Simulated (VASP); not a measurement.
# WSe2: single point with PBE

WSe2:

```
W Se
1.0
     0.00000    3.10586    3.10586
     3.10586    0.00000    3.10586
     3.10586    3.10586    0.00000
W Se
1 2
Cartesian
  0.0000 0.0000 0.0000
  1.5529 1.5529 1.5529
  4.6588 4.6588 4.6588
```

```yaml
Program: VASP 6.6.1
Task: single point
Functional: PBE
Potentials_or_basis: VASP PAW PBE potentials, release 64 (W_sv, Se)
Cutoff: 520 eV
k_mesh: 6 × 6 × 6
Occupations: fermi-dirac, width 0.02 eV
Spin: no spin polarisation
Dipole_correction: no
Further_INCAR_settings: ALGO = Normal; EDIFF = 1e-06; NBANDS = 20
```

- Pressure: 0.2 GPa
- Band gap on the k mesh: zero (band 13 reaches 6.95 eV, above the bottom of band 14 at 6.23 eV)

Levels at points of the mesh, in eV from the Fermi level:
```
           k point  band 11  band 12  band 13  band 14  band 15  band 16
(0.00, 0.00, 0.00)    -0.80    -0.42    -0.42    -0.42     4.07     4.34
(0.50, 0.00, 0.00)    -2.94    -2.94    -0.38    -0.38     1.49     4.11
(0.50, 0.50, 0.00)    -2.26    -1.16     0.09     1.28     1.58     3.71
```

Run time: 9.9 s on 1 thread of Intel(R) Xeon(R) 6975P-C (Granite Rapids), on a shared host, peak memory 0.2 GiB.

Caveat: spin-orbit coupling is left out, which moves the levels of the heavy elements.
